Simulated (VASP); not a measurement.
# LiCl (Fm-3m) in VASP: a series of runs

The runs below take LiCl through single point, with PBE, LDA.

All numbers are computed with VASP 6.6.1; they aren't measurements. Logs are shortened: lines on timing, memory, paths and dates and some standing lists are left out, and cuts for length are marked.

### 1 The cell of the first run

It takes space group Fm-3m (No. 225, cubic). The conventional cell has a = 5.112 Å, b = 5.112 Å, c = 5.112 Å, α = 90.00°, β = 90.00°, γ = 90.00°. Within 3.4 Å of Li (site symmetry m-3m) lie 6 Cl at 2.56 Å. Within 3.4 Å of Cl (site symmetry m-3m) lie 6 Li at 2.56 Å.

### 2 Single point, PBE

Contents of INCAR:

```
PREC = Accurate ; ENCUT = 520
EDIFF = 1E-7 ; ISMEAR = 0
SIGMA = 0.01 ; LREAL = F
LASPH = T ; NELM = 80
ALGO = Normal ; ISIF = 2
LWAVE = F ; LCHARG = T
GGA = PE ; LELF = T
LVHAR = T ; NBANDS = 12
```

Contents of KPOINTS:

```
Automatic mesh
0
Gamma
  6 6 6
```

Contents of POSCAR:

```
LiCl
1.0
    0.0000000000      2.5560252152      2.5560252152
    2.5560252152      0.0000000000      2.5560252152
    2.5560252152      2.5560252152      0.0000000000
Li Cl
1 1
Direct
    0.0000000000      0.0000000000      0.0000000000
    0.5000000000      0.5000000000      0.5000000000
```

Potentials or basis: VASP PAW PBE potentials, release 64 (Li_sv, Cl).

Launch:

```
> cat potpaw_PBE.64/Li_sv/POTCAR potpaw_PBE.64/Cl/POTCAR > POTCAR
> mpirun -np 1 vasp_std > vasp.out
```

OUTCAR:

```text
PREC = Accurate
   ENCUT = 520
   EDIFF = 1E-7
   ISMEAR = 0
   LREAL = F
   LASPH = T
   NELM = 80
   ISIF = 2
   GGA = PE

 ion  position               nearest neighbor table
   1  0.000  0.000  0.000-   2 2.56   2 2.56   2 2.56   2 2.56   2 2.56   2 2.56
   2  0.500  0.500  0.500-   1 2.56   1 2.56   1 2.56   1 2.56   1 2.56   1 2.56

  LATTYP: Found a face centered cubic cell.
 ALAT       =     5.1120504304

  Lattice vectors:

 A1 = (   0.0000000000,   2.5560252152,   2.5560252152)
 A2 = (   2.5560252152,   0.0000000000,   2.5560252152)
 A3 = (   2.5560252152,   2.5560252152,   0.0000000000)

Analysis of symmetry for initial positions (statically):
=====================================================================
 Subroutine PRICEL returns:
 Original cell was already a primitive cell.

 Routine SETGRP: Setting up the symmetry group for a
 face centered cubic supercell.

 Subroutine GETGRP returns: Found 48 space group operations
 (whereof 48 operations were pure point group operations)
 out of a pool of 48 trial point group operations.

The static configuration has the point symmetry O_h .

Analysis of symmetry for dynamics (positions and initial velocities):
=====================================================================
 Subroutine PRICEL returns:
 Original cell was already a primitive cell.

 Routine SETGRP: Setting up the symmetry group for a
 face centered cubic supercell.

 Subroutine GETGRP returns: Found 48 space group operations
 (whereof 48 operations were pure point group operations)
 out of a pool of 48 trial point group operations.

The dynamic configuration has the point symmetry O_h .

 Subroutine INISYM returns: Found 48 space group operations
 (whereof 48 operations are pure point group operations),
 and found     1 'primitive' translations

----------------------------------------------------------------------------------------

                                     Primitive cell

  volume of cell :      33.3984

  direct lattice vectors                    reciprocal lattice vectors
     0.000000000  2.556025215  2.556025215    -0.195616224  0.195616224  0.195616224
     2.556025215  0.000000000  2.556025215     0.195616224 -0.195616224  0.195616224
     2.556025215  2.556025215  0.000000000     0.195616224  0.195616224 -0.195616224

  length of vectors
     3.614765525  3.614765525  3.614765525     0.338817238  0.338817238  0.338817238

  position of ions in fractional coordinates (direct lattice)
     0.000000000  0.000000000  0.000000000
     0.500000000  0.500000000  0.500000000

  ion indices of the primitive-cell ions
   primitive index   ion index
                 1           1
                 2           2

----------------------------------------------------------------------------------------

 KPOINTS: Automatic mesh

Automatic generation of k-mesh.
 Grid dimensions read from file:
 generate k-points for:    6    6    6

 Generating k-lattice:

  Cartesian coordinates                     Fractional coordinates (reciprocal lattice)
    -0.032602704  0.032602704  0.032602704     0.166666667  0.000000000  0.000000000
     0.032602704 -0.032602704  0.032602704     0.000000000  0.166666667  0.000000000
     0.032602704  0.032602704 -0.032602704     0.000000000  0.000000000  0.166666667

  Length of vectors
     0.056469540  0.056469540  0.056469540

  Shift w.r.t. Gamma in fractional coordinates (k-lattice)
     0.000000000  0.000000000  0.000000000

 Subroutine IBZKPT returns following result:
 ===========================================

 Found     16 irreducible k-points:

 Following reciprocal coordinates:
            Coordinates               Weight
  0.000000  0.000000  0.000000      1.000000
  0.166667  0.000000  0.000000      8.000000
  0.333333  0.000000  0.000000      8.000000
  0.500000  0.000000  0.000000      4.000000
  0.166667  0.166667  0.000000      6.000000
  0.333333  0.166667  0.000000     24.000000
[... 8 lines left out ...]
 -0.333333  0.333333  0.166667     24.000000
 -0.333333  0.500000  0.166667     12.000000
   k-points           NKPTS =     16   k-points in BZ     NKDIM =     16   number of bands    NBANDS=     12
   number of dos      NEDOS =    301   number of ions     NIONS =      2
   total plane-waves  NPLWV =  21952
   dimension x,y,z NGX =    28 NGY =   28 NGZ =   28
   dimension x,y,z NGXF=    56 NGYF=   56 NGZF=   56
   ions per type =               1   1
   NGX,Y,Z   is equivalent  to a cutoff of  12.88, 12.88, 12.88 a.u.
   NGXF,Y,Z  is equivalent  to a cutoff of  25.75, 25.75, 25.75 a.u.
 SYSTEM =  unknown system
   PREC   = accura    normal or accurate (medium, high low for compatibility)
   ISTART =      0    job   : 0-new  1-cont  2-samecut
   ICHARG =      2    charge: 1-file 2-atom 10-const
   ISPIN  =      1    spin polarized calculation?
   LNONCOLLINEAR =      F non collinear calculations
   LSORBIT =      F    spin-orbit coupling
   LASPH  =      T    aspherical Exc in radial PAW
   ENCUT  =  520.0 eV  38.22 Ry    6.18 a.u.   6.72  6.72  6.72*2*pi/ulx,y,z
   NELM   =     80;   NELMIN=  2; NELMDL= -5     # of ELM steps
   EDIFF  = 0.1E-06   stopping-criterion for ELM
   LREAL  =      F    real-space projection
   EDIFFG = 0.1E-05   stopping-criterion for IOM
   NSW    =      0    number of steps for IOM
   IBRION =     -1    ionic relax: 0-MD 1-quasi-New 2-CG
   NFREE  =      0    steps in history (QN), initial steepest desc. (CG)
   ISIF   =      2    stress and relaxation
   ISYM   =      2    0-nonsym 1-usesym 2-fastsym
   POTIM  = 0.5000    time-step for ionic-motion
   TEBEG  =    0.0;   TEEND  =   0.0 temperature during run
   PSTRESS=    0.0 pullay stress
   NELECT =      10.0000    total number of electrons
   NUPDOWN=      -1.0000    fix difference up-down
   EMIN   =  10.00;   EMAX   =-10.00  energy-range for DOS
   EFERMI =   0.00;   METHOD = LEGACY
   ISMEAR =     0;   SIGMA  =   0.01  broadening in eV -4-tet -1-fermi 0-gaus
   EFERMI_NEDOS =   21; number of points for ismear=-14 and -15
   IALGO  =     38    algorithm
   IMIX   =      4    mixing-type and parameters
     AMIX     =   0.40;   BMIX     =  1.00
     AMIX_MAG =   1.60;   BMIX_MAG =  1.00
  volume/ion in A,a.u.               =      16.70       112.69
  Fermi-wavevector in a.u.,A,eV,Ry     =   1.095216  2.069658 16.320156  1.199498
  Thomas-Fermi vector in A             =   2.231535
   LORBIT       =      0    0 simple, 1 ext, 2 COOP (PROOUT), +10 PAW based schemes
   GGA     = PE    functional components
   LHFCALC =     F    Hartree Fock is set to
   AEXX    =    0.0000 exact exchange contribution
   IVDW    =     0    specifies the selected vdW correction
   LEPSILON=     F    determine dielectric tensor
   LRPA    =     F    only Hartree local field effects (RPA)
 non-spin polarized calculation
 Gauss-broadening in eV      SIGMA  =   0.01
  energy-cutoff  :      520.00
  volume of cell :       33.40
 maximum number of plane-waves:       934
   NGX = 13   NGY = 13   NGZ = 13

 number of electron      10.0000003 magnetization

 Free energy of the ion-electron system (eV)
  ---------------------------------------------------
  ext. energy  EPLUGINS =         0.00000000
  ---------------------------------------------------
  free energy    TOTEN  =        -7.38447974 eV

  energy without entropy =       -7.38447974  energy(sigma->0) =       -7.38447974

 E-fermi :   0.7622     XC(G=0):  -8.7750

 val. band max:        0.6571364168   @ k =   0.0000   0.0000   0.0000
 cond. band min:       7.0571183754   @ k =   0.0000   0.0000   0.0000
 fundamental gap:      6.3999819586
 Fermi energy:         0.7621848303

 k-point     1 :       0.0000    0.0000    0.0000
  band No.  band energies     occupation
      1     -42.8478      2.00000
      2     -12.7757      2.00000
      3       0.6571      2.00000
      4       0.6571      2.00000
      5       0.6571      2.00000
      6       7.0571      0.00000
      7      12.6039      0.00000
      8      12.6039      0.00000
      9      12.6039      0.00000
     10      15.2476      0.00000
     11      15.2476      0.00000
     12      15.2516      0.00000

 k-point     2 :       0.1667    0.0000    0.0000
  band No.  band energies     occupation
      1     -42.8471      2.00000
      2     -12.6425      2.00000
      3      -0.2136      2.00000
      4       0.5866      2.00000
      5       0.5866      2.00000
      6       7.7399      0.00000
      7      11.5918      0.00000
      8      12.1784      0.00000
      9      12.1784      0.00000
     10      13.8734      0.00000
     11      13.8734      0.00000
     12      15.8961      0.00000

 k-point     3 :       0.3333    0.0000    0.0000
  band No.  band energies     occupation
      1     -42.8456      2.00000
      2     -12.3522      2.00000
      3      -1.5946      2.00000
      4       0.4568      2.00000
      5       0.4568      2.00000
      6       7.7427      0.00000
      7      10.7079      0.00000
      8      10.7079      0.00000
      9      12.4523      0.00000
     10      15.7743      0.00000
     11      15.7743      0.00000
     12      16.7168      0.00000
[... 166 lines left out ...]
 k-point    15 :      -0.3333    0.3333    0.1667
  band No.  band energies     occupation
      1     -42.8443      2.00000
      2     -12.0134      2.00000
      3      -1.7444      2.00000
      4      -1.1031      2.00000
      5      -0.1402      2.00000
      6       9.5958      0.00000
      7      10.0350      0.00000
      8      11.6397      0.00000
      9      11.8674      0.00000
     10      15.9181      0.00000
     11      16.7604      0.00000
     12      19.1529      0.00000

 k-point    16 :      -0.3333    0.5000    0.1667
  band No.  band energies     occupation
      1     -42.8441      2.00000
      2     -11.9478      2.00000
      3      -1.9121      2.00000
      4      -1.0239      2.00000
      5      -0.4294      2.00000
      6       9.4252      0.00000
      7      10.0721      0.00000
      8      12.0414      0.00000
      9      12.1495      0.00000
     10      15.6650      0.00000
     11      17.9439      0.00000
     12      19.3540      0.00000

------------------------ aborting loop because EDIFF is reached ----------------------------------------

  FORCE on cell =-STRESS in cart. coord.  units (eV):
  Direction    XX          YY          ZZ          XY          YZ          ZX
  --------------------------------------------------------------------------------------
  -------------------------------------------------------------------------------------
  Total        0.1334272      0.1334272      0.1334272      0.0000000      0.0000000     -0.0000000
  in kB        6.4007290      6.4007290      6.4007290      0.0000000      0.0000000     -0.0000000
  external PRESSURE =       6.4007290 kB  Pullay stress =       0.0000000 kB

 VOLUME and BASIS-vectors are now :
 -----------------------------------------------------------------------------
  energy-cutoff  :      520.00
  volume of cell :       33.40
      direct lattice vectors                 reciprocal lattice vectors
     0.000000000  2.556025215  2.556025215    -0.195616224  0.195616224  0.195616224
     2.556025215  0.000000000  2.556025215     0.195616224 -0.195616224  0.195616224
     2.556025215  2.556025215  0.000000000     0.195616224  0.195616224 -0.195616224

 POSITION                                       TOTAL-FORCE (eV/Angst)
 -----------------------------------------------------------------------------------
      0.00000      0.00000      0.00000         0.000000     -0.000000     -0.000000
      2.55603      2.55603      2.55603        -0.000000      0.000000      0.000000
 -----------------------------------------------------------------------------------
    total drift:                                0.000000      0.000000      0.000000

  FREE ENERGIE OF THE ION-ELECTRON SYSTEM (eV)
  ---------------------------------------------------
  free  energy   TOTEN  =        -7.3844797388 eV

  energy  without entropy=       -7.3844797388  energy(sigma->0) =       -7.38447974
```

It took 5 s on 1 thread of AMD EPYC 9R45 (Zen 5), shared host; peak memory 0.12 GiB.

What came out:

```yaml
Free_energy: -7.3845 eV
Band_gap_on_the_k_mesh: 6.40 eV, direct
```

Caveat: the cutoff is under 1.25 times the usual one of these potentials, so pressure, stress and relaxed cells hold a basis-set (Pulay) error. A k mesh can miss the band edges.

### 3 Single point, PBE

Contents of INCAR:

```
SYSTEM = LiCl
ALGO = Normal ; EDIFF = 1E-6
ENCUT = 520 ; GGA = PE
ISIF = 2 ; ISMEAR = 0
LASPH = .TRUE. ; LCHARG = .FALSE.
LREAL = .FALSE. ; LWAVE = .FALSE.
NBANDS = 12 ; NELM = 100
PREC = Accurate ; SIGMA = 0.01
```

Contents of KPOINTS:

```
k-points
0
G
  6 6 6
  0 0 0
```

POSCAR is that of step 2.

Potentials or basis: VASP PAW PBE potentials, release 64 (Li_sv, Cl).

Launch:

```
> cat potpaw_PBE.64/Li_sv/POTCAR potpaw_PBE.64/Cl/POTCAR > POTCAR
> mpirun -np 1 vasp_std > vasp.out
```

It took 3.9 s on 1 thread of AMD EPYC 9R45 (Zen 5), shared host; peak memory 0.12 GiB.

Results (log left out):

| Property | Result |
| --- | --- |
| Free energy | -7.3845 eV |
| Band gap on the k mesh | 6.40 eV, direct |

Levels at points of the mesh, in eV from the valence-band top:
```tsv
k point	band 2	band 3	band 4	band 5	band 6	band 7	band 8	band 9
(0.00, 0.00, 0.00)	-13.43	0.00	0.00	0.00	6.40	11.95	11.95	11.95
(0.50, 0.00, 0.00)	-12.85	-2.85	-0.26	-0.26	6.77	9.51	9.51	13.08
(0.50, 0.50, 0.00)	-12.60	-2.94	-1.12	-1.12	7.91	8.28	12.53	14.20
```

Caveat: the cutoff is under 1.25 times the usual one of these potentials, so pressure, stress and relaxed cells hold a basis-set (Pulay) error. Expect the measured gap to be larger: semilocal functionals such as PBE lack the derivative discontinuity.

### 4 Single point, LDA

This run uses another cell than the first one, of 15.30 Å³/atom, 0.916 times its volume.

Contents of INCAR:

```
SYSTEM = LiCl
ALGO = Normal
EDIFF = 1E-6
ENCUT = 520
GGA = CA
ISIF = 2
ISMEAR = -1
LASPH = .TRUE.
LCHARG = .FALSE.
LREAL = .FALSE.
LWAVE = .FALSE.
NBANDS = 12
NELM = 80
PREC = Accurate
SIGMA = 0.02
```

Contents of KPOINTS:

```
k-points
0
G
  8 8 8
  0 0 0
```

Contents of POSCAR:

```
LiCl
1.0
    0.0000000000      2.4824993418      2.4824993418
    2.4824993418      0.0000000000      2.4824993418
    2.4824993418      2.4824993418      0.0000000000
Li Cl
1 1
Direct
    0.0000000000      0.0000000000      0.0000000000
    0.5000000000      0.5000000000      0.5000000000
```

Potentials or basis: VASP PAW LDA potentials, release 64 (Li_sv, Cl).

Launch:

```
> cat potpaw_LDA.64/Li_sv/POTCAR potpaw_LDA.64/Cl/POTCAR > POTCAR
> mpirun -np 1 vasp_std > vasp.out
```

It took 5 s on 1 thread of AMD EPYC 9R45 (Zen 5), shared host; peak memory 0.1 GiB.

It converged, with:

```
Free energy            : -8.0963 eV
Band gap on the k mesh : 6.51 eV, indirect (least direct gap 6.61 eV)
```

Levels at points of the mesh, in eV from the valence-band top:
| k point | band 1 | band 2 | band 3 | band 4 | band 5 | band 6 | band 7 | band 8 | band 9 | band 10 |
| --- | --- | --- | --- | --- | --- | --- | --- | --- | --- | --- |
| (0.00, 0.00, 0.00) | -42.34 | -13.70 | 0.00 | 0.00 | 0.00 | 6.61 | 11.81 | 11.81 | 11.81 | 14.67 |
| (0.50, 0.00, 0.00) | -42.34 | -12.97 | -3.32 | -0.30 | -0.30 | 6.51 | 9.24 | 9.24 | 13.71 | 17.21 |
| (0.50, 0.50, 0.00) | -42.33 | -12.63 | -3.48 | -1.34 | -1.34 | 7.84 | 7.86 | 12.96 | 14.48 | 14.48 |

Caveat: the cutoff is under 1.25 times the usual one of these potentials, so pressure, stress and relaxed cells hold a basis-set (Pulay) error. A k mesh can miss the band edges.
